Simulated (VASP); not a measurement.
# SrTiO3 (Pm-3m) in VASP: notebook

SrTiO3 is run at these levels: PBE; tasks: single point, relaxation of cell and atoms.

Program: VASP 6.6.1. These are calculated values, not measurements. Logs are shortened: lines on timing, memory, paths and dates and some standing lists are left out, and cuts for length are marked.

### 1 The cell of the first run

It takes space group Pm-3m (No. 221, cubic). The conventional cell has a = 3.913 Å, b = 3.913 Å, c = 3.913 Å, α = 90.00°, β = 90.00°, γ = 90.00°. Within 3.6 Å of Sr (site symmetry m-3m) lie 12 O at 2.77 Å and 8 Ti at 3.39 Å. Within 2.6 Å of Ti (site symmetry m-3m) lie 6 O at 1.96 Å. O (site symmetry 4/mmm) has 2 Ti at 1.96 Å within 2.6 Å.

### 2 Single point, PBE

Input file INCAR:

```
  ALGO = Normal
  EDIFF = 1E-6
  ENCUT = 520
  GGA = PE
  ISIF = 2
  ISMEAR = 0
  LASPH = T
  LCHARG = F
  LREAL = F
  LWAVE = F
  NBANDS = 28
  NELM = 100
  PREC = Accurate
  SIGMA = 0.1
```

Input file KPOINTS:

```
k-points
0
Gamma
  6 6 6
```

Input file POSCAR:

```
SrTiO3
1.0
    3.9127013100      0.0000000000      0.0000000000
    0.0000000000      3.9127013100      0.0000000000
    0.0000000000      0.0000000000      3.9127013100
Sr Ti O
1 1 3
Direct
    0.0000000000      0.0000000000      0.0000000000
    0.5000000000      0.5000000000      0.5000000000
    0.5000000000      0.0000000000      0.5000000000
    0.5000000000      0.5000000000      0.0000000000
    0.0000000000      0.5000000000      0.5000000000
```

Potentials or basis: VASP PAW PBE potentials, release 64 (Sr_sv, Ti_sv, O).

Launch:

```
$ cat potpaw_PBE.64/Sr_sv/POTCAR potpaw_PBE.64/Ti_sv/POTCAR potpaw_PBE.64/O/POTCAR > POTCAR
$ mpirun -np 1 vasp_std > vasp.out
```

OUTCAR:

```text
EDIFF = 1E-6
   ENCUT = 520
   GGA = PE
   ISIF = 2
   ISMEAR = 0
   LASPH = T
   LREAL = F
   NELM = 100
   PREC = Accurate

 ion  position               nearest neighbor table
   1  0.000  0.000  0.000-   3 2.77   4 2.77   5 2.77   3 2.77   5 2.77   4 2.77   5 2.77   5 2.77
                             3 2.77   4 2.77   3 2.77   4 2.77   2 3.39   2 3.39   2 3.39   2 3.39
   2  0.500  0.500  0.500-   3 1.96   4 1.96   5 1.96   4 1.96   3 1.96   5 1.96   1 3.39   1 3.39
                             1 3.39   1 3.39   1 3.39   1 3.39   1 3.39   1 3.39
   3  0.500  0.000  0.500-   2 1.96   2 1.96   1 2.77   1 2.77   1 2.77   1 2.77
   4  0.500  0.500  0.000-   2 1.96   2 1.96   1 2.77   1 2.77   1 2.77   1 2.77
   5  0.000  0.500  0.500-   2 1.96   2 1.96   1 2.77   1 2.77   1 2.77   1 2.77

  LATTYP: Found a simple cubic cell.
 ALAT       =     3.9127013100

  Lattice vectors:

 A1 = (   3.9127013100,   0.0000000000,   0.0000000000)
 A2 = (   0.0000000000,   3.9127013100,   0.0000000000)
 A3 = (   0.0000000000,   0.0000000000,   3.9127013100)

Analysis of symmetry for initial positions (statically):
=====================================================================
 Subroutine PRICEL returns:
 Original cell was already a primitive cell.

 Routine SETGRP: Setting up the symmetry group for a
 simple cubic supercell.

 Subroutine GETGRP returns: Found 48 space group operations
 (whereof 48 operations were pure point group operations)
 out of a pool of 48 trial point group operations.

The static configuration has the point symmetry O_h .

Analysis of symmetry for dynamics (positions and initial velocities):
=====================================================================
 Subroutine PRICEL returns:
 Original cell was already a primitive cell.

 Routine SETGRP: Setting up the symmetry group for a
 simple cubic supercell.

 Subroutine GETGRP returns: Found 48 space group operations
 (whereof 48 operations were pure point group operations)
 out of a pool of 48 trial point group operations.

The dynamic configuration has the point symmetry O_h .

 Subroutine INISYM returns: Found 48 space group operations
 (whereof 48 operations are pure point group operations),
 and found     1 'primitive' translations

----------------------------------------------------------------------------------------
[... 93 lines left out ...]
   NELM   =    100;   NELMIN=  2; NELMDL= -5     # of ELM steps
   EDIFF  = 0.1E-05   stopping-criterion for ELM
   LREAL  =      F    real-space projection
   EDIFFG = 0.1E-04   stopping-criterion for IOM
   NSW    =      0    number of steps for IOM
   IBRION =     -1    ionic relax: 0-MD 1-quasi-New 2-CG
   NFREE  =      0    steps in history (QN), initial steepest desc. (CG)
   ISIF   =      2    stress and relaxation
   ISYM   =      2    0-nonsym 1-usesym 2-fastsym
   POTIM  = 0.5000    time-step for ionic-motion
   TEBEG  =    0.0;   TEEND  =   0.0 temperature during run
   PSTRESS=    0.0 pullay stress
   NELECT =      40.0000    total number of electrons
   NUPDOWN=      -1.0000    fix difference up-down
   EMIN   =  10.00;   EMAX   =-10.00  energy-range for DOS
   EFERMI =   0.00;   METHOD = LEGACY
   ISMEAR =     0;   SIGMA  =   0.10  broadening in eV -4-tet -1-fermi 0-gaus
   EFERMI_NEDOS =   21; number of points for ismear=-14 and -15
   IALGO  =     38    algorithm
   IMIX   =      4    mixing-type and parameters
     AMIX     =   0.40;   BMIX     =  1.00
     AMIX_MAG =   1.60;   BMIX_MAG =  1.00
  volume/ion in A,a.u.               =      11.98        80.85
  Fermi-wavevector in a.u.,A,eV,Ry     =   1.430929  2.704064 27.858721  2.047558
  Thomas-Fermi vector in A             =   2.550721
   LORBIT       =      0    0 simple, 1 ext, 2 COOP (PROOUT), +10 PAW based schemes
   GGA     = PE    functional components
   LHFCALC =     F    Hartree Fock is set to
   AEXX    =    0.0000 exact exchange contribution
   IVDW    =     0    specifies the selected vdW correction
   LEPSILON=     F    determine dielectric tensor
   LRPA    =     F    only Hartree local field effects (RPA)
 non-spin polarized calculation
 Gauss-broadening in eV      SIGMA  =   0.10
  energy-cutoff  :      520.00
  volume of cell :       59.90
 maximum number of plane-waves:      1640
 NGX is ok and might be reduce to    30
   NGX = 15   NGY = 15   NGZ = 15

 number of electron      40.0000001 magnetization

 Free energy of the ion-electron system (eV)
  ---------------------------------------------------
  ext. energy  EPLUGINS =         0.00000000
  ---------------------------------------------------
  free energy    TOTEN  =       -40.08610070 eV

  energy without entropy =      -40.08610070  energy(sigma->0) =      -40.08610070

 E-fermi :   4.6186     XC(G=0): -11.2397

 val. band max:        4.1172431027   @ k =   0.5000   0.5000   0.5000
 cond. band min:       5.9615876718   @ k =   0.0000   0.0000   0.0000
 fundamental gap:      1.8443445691
 Fermi energy:         4.6186270224

 k-point     1 :       0.0000    0.0000    0.0000
  band No.  band energies     occupation
      1     -52.3725      2.00000
      2     -28.6912      2.00000
      3     -28.6149      2.00000
      4     -28.6149      2.00000
      5     -28.6149      2.00000
      6     -13.2896      2.00000
[... 609 lines left out ...]
     27      12.4260      0.00000
     28      12.4260      0.00000

------------------------ aborting loop because EDIFF is reached ----------------------------------------

  FORCE on cell =-STRESS in cart. coord.  units (eV):
  Direction    XX          YY          ZZ          XY          YZ          ZX
  --------------------------------------------------------------------------------------
  -------------------------------------------------------------------------------------
  Total        1.4413752      1.4413752      1.4413752     -0.0000000     -0.0000000      0.0000000
  in kB       38.5529421     38.5529421     38.5529421     -0.0000000     -0.0000000      0.0000000
  external PRESSURE =      38.5529421 kB  Pullay stress =       0.0000000 kB

 VOLUME and BASIS-vectors are now :
 -----------------------------------------------------------------------------
  energy-cutoff  :      520.00
  volume of cell :       59.90
      direct lattice vectors                 reciprocal lattice vectors
     3.912701310  0.000000000  0.000000000     0.255577904  0.000000000  0.000000000
     0.000000000  3.912701310  0.000000000     0.000000000  0.255577904  0.000000000
     0.000000000  0.000000000  3.912701310     0.000000000  0.000000000  0.255577904

 POSITION                                       TOTAL-FORCE (eV/Angst)
 -----------------------------------------------------------------------------------
      0.00000      0.00000      0.00000         0.000000      0.000000      0.000000
      1.95635      1.95635      1.95635         0.000000      0.000000      0.000000
      1.95635      0.00000      1.95635         0.000000      0.000000      0.000000
      1.95635      1.95635      0.00000         0.000000      0.000000      0.000000
      0.00000      1.95635      1.95635         0.000000      0.000000      0.000000
 -----------------------------------------------------------------------------------
    total drift:                                0.000000      0.000000     -0.000000

  FREE ENERGIE OF THE ION-ELECTRON SYSTEM (eV)
  ---------------------------------------------------
  free  energy   TOTEN  =       -40.0861007023 eV

  energy  without entropy=      -40.0861007023  energy(sigma->0) =      -40.08610070
```

stdout:

```text
POSCAR found type information on POSCAR SrTiO
 POSCAR found :  3 types and       5 ions
 scaLAPACK will be used
 LDA part: xc-table for (Slater+PW92), standard interpolation
 POSCAR, INCAR and KPOINTS ok, starting setup
 FFT: planning ... GRIDC
 FFT: planning ... GRID_SOFT
 FFT: planning ... GRID
 WAVECAR not read
 entering main loop
```

Run time: 30 s. Hardware: 1 thread of Intel Xeon Platinum 8375C at 2.90GHz (Ice Lake), shared host; peak memory 0.19 GiB.

Results:

```
Free energy            : -40.0861 eV
Pressure               : 3.9 GPa
Band gap on the k mesh : 1.84 eV, indirect (least direct gap 2.20 eV)
```

Levels at points of the mesh, in eV from the valence-band top:
```
           k point  band 16  band 17  band 18  band 19  band 20  band 21  band 22  band 23  band 24  band 25
(0.00, 0.00, 0.00)    -1.16    -1.16    -0.36    -0.36    -0.36     1.84     1.84     1.84     4.26     4.26
(0.50, 0.00, 0.00)    -2.34    -2.34    -1.97    -0.73    -0.73     2.01     3.75     3.75     4.28     6.46
(0.50, 0.50, 0.00)    -2.83    -1.73    -1.56    -1.56    -0.09     3.76     3.76     4.21     5.24     7.86
(0.50, 0.50, 0.50)    -3.72    -3.72     0.00     0.00     0.00     4.42     4.42     4.42     6.92     6.92
```

A k mesh can miss the band edges.

### 3 Single point, PBE

This run uses another cell than the first one, of 12.20 Å³/atom, 1.018 times its volume.

Input file INCAR:

```
PREC = Accurate ; ENCUT = 520
EDIFF = 1E-6 ; ISMEAR = 0
SIGMA = 0.02 ; LREAL = F
LASPH = T ; NELM = 60
ALGO = Normal ; ISIF = 2
LWAVE = F ; LCHARG = F
GGA = PE ; NBANDS = 28
```

Input file KPOINTS:

```
Automatic mesh
0
Gamma
  8 8 8
```

Changes to POSCAR since step 2:

```diff
@@ -2,5 +2,5 @@
 1.0
-    3.9127013100      0.0000000000      0.0000000000
-    0.0000000000      3.9127013100      0.0000000000
-    0.0000000000      0.0000000000      3.9127013100
+    3.9364226082      0.0000000000      0.0000000000
+    0.0000000000      3.9364226082      0.0000000000
+    0.0000000000      0.0000000000      3.9364226082
 Sr Ti O
```

Potentials or basis: VASP PAW PBE potentials, release 64 (Sr_sv, Ti_sv, O).

Launch:

```
$ cat potpaw_PBE.64/Sr_sv/POTCAR potpaw_PBE.64/Ti_sv/POTCAR potpaw_PBE.64/O/POTCAR > POTCAR
$ mpirun -np 1 vasp_std > vasp.out
```

Run time: 48 s. Hardware: 1 thread of Intel Xeon Platinum 8375C at 2.90GHz (Ice Lake), shared host; peak memory 0.21 GiB.

The run converged. Its results:

| Property | Result |
| --- | --- |
| Free energy | -40.1033 eV |
| Pressure | 0.7 GPa |
| Band gap on the k mesh | 1.81 eV, indirect (least direct gap 2.18 eV) |

Levels at points of the mesh, in eV from the valence-band top:
```
           k point  band 16  band 17  band 18  band 19  band 20  band 21  band 22  band 23  band 24  band 25
(0.00, 0.00, 0.00)    -1.13    -1.13    -0.37    -0.37    -0.37     1.81     1.81     1.81     4.14     4.14
(0.50, 0.00, 0.00)    -2.29    -2.29    -1.91    -0.73    -0.73     1.97     3.66     3.66     4.15     6.28
(0.50, 0.50, 0.00)    -2.77    -1.74    -1.54    -1.54    -0.09     3.66     3.66     4.11     5.08     7.77
(0.50, 0.50, 0.50)    -3.67    -3.67     0.00     0.00     0.00     4.31     4.31     4.31     6.85     6.85
```

A k mesh can miss the band edges. Expect the measured gap to be larger: semilocal functionals such as PBE lack the derivative discontinuity.

### 4 Relaxation of cell and atoms, PBE

Input file INCAR:

```
SYSTEM = SrTiO3
ALGO = Normal
EDIFF = 1E-6
EDIFFG = -0.005
ENCUT = 600
GGA = PE
IBRION = 2
ISIF = 3
ISMEAR = 0
LASPH = .TRUE.
LCHARG = .FALSE.
LREAL = .FALSE.
LWAVE = .FALSE.
NELM = 60
NSW = 100
PREC = Accurate
SIGMA = 0.02
```

Input file KPOINTS:

```
k-points
0
G
  8 8 8
  0 0 0
```

Changes to POSCAR since step 3:

```diff
@@ -2,5 +2,5 @@
 1.0
-    3.9364226082      0.0000000000      0.0000000000
-    0.0000000000      3.9364226082      0.0000000000
-    0.0000000000      0.0000000000      3.9364226082
+    3.9127013100      0.0000000000      0.0000000000
+    0.0000000000      3.9127013100      0.0000000000
+    0.0000000000      0.0000000000      3.9127013100
 Sr Ti O
```

Launch:

```
$ cat potpaw_PBE.64/Sr_sv/POTCAR potpaw_PBE.64/Ti_sv/POTCAR potpaw_PBE.64/O/POTCAR > POTCAR
$ mpirun -np 1 vasp_std > vasp.out
```

It took 86 s on 1 thread of Intel Xeon Platinum 8375C at 2.90GHz (Ice Lake), shared host; peak memory 0.23 GiB.

Results (log left out):

| Item | Value |
| --- | --- |
| Free energy | -40.1077 eV |
| Relaxed volume | 12.23 Å³/atom |
| Relaxed cell | a = 3.940 Å, b = 3.940 Å, c = 3.940 Å, α = 90.00°, β = 90.00°, γ = 90.00° |
| Space group after relaxing (to 0.05 Å) | Pm-3m (No. 221) |
| Energy gained by relaxing | 2.8 meV/atom |
| Ionic steps | 3 |
| Pressure after relaxing | 0.0 GPa |
| Band gap on the k mesh | 1.81 eV, indirect (least direct gap 2.18 eV) |

The path:
| step | energy change (eV) | largest force (eV/Å) | pressure (GPa) | volume (Å³) |
| --- | --- | --- | --- | --- |
| 1 | 0.0000 | 0.0000 | 3.61 | 59.90 |
| 2 | -0.0039 | 0.0000 | -2.92 | 62.27 |
| 3 | -0.0142 | 0.0000 | -0.02 | 61.17 |

Final structure:
```
Sr Ti O
1.0
     3.94013    0.00000    0.00000
     0.00000    3.94013    0.00000
     0.00000    0.00000    3.94013
Sr Ti O
1 1 3
Direct
  0.00000 0.00000 0.00000
  0.50000 0.50000 0.50000
  0.50000 0.00000 0.50000
  0.50000 0.50000 0.00000
  0.00000 0.50000 0.50000
```

Levels at points of the mesh, in eV from the valence-band top:
```tsv
k point	band 18	band 19	band 20	band 21	band 22	band 23
(0.00, 0.00, 0.00)	-0.37	-0.37	-0.37	1.81	1.81	1.81
(0.50, 0.00, 0.00)	-1.90	-0.73	-0.73	1.96	3.64	3.64
(0.50, 0.50, 0.00)	-1.54	-1.54	-0.09	3.65	3.65	4.09
(0.50, 0.50, 0.50)	0.00	0.00	0.00	4.29	4.29	4.29
```

### 5 The runs side by side

```tsv
task	cell	k mesh	cutoff (eV)	smearing	gap on the mesh (eV)	pressure (GPa)
single point	a = 3.913 Å, 5 atoms	6 × 6 × 6	520	gaussian 0.1 eV	1.84	3.9
single point	a = 3.936 Å, 5 atoms	8 × 8 × 8	520	gaussian 0.02 eV	1.81	0.7
relaxation of cell and atoms	relaxed from a = 3.913 Å, 5 atoms	8 × 8 × 8	600	gaussian 0.02 eV	1.81	0.0
```

Alike in all rows: level PBE; potentials or basis VASP PAW PBE potentials, release 64 (Sr_sv, Ti_sv, O); no spin polarisation.

Total energies depend on the potentials used, so only differences within one code and one set of settings carry meaning.
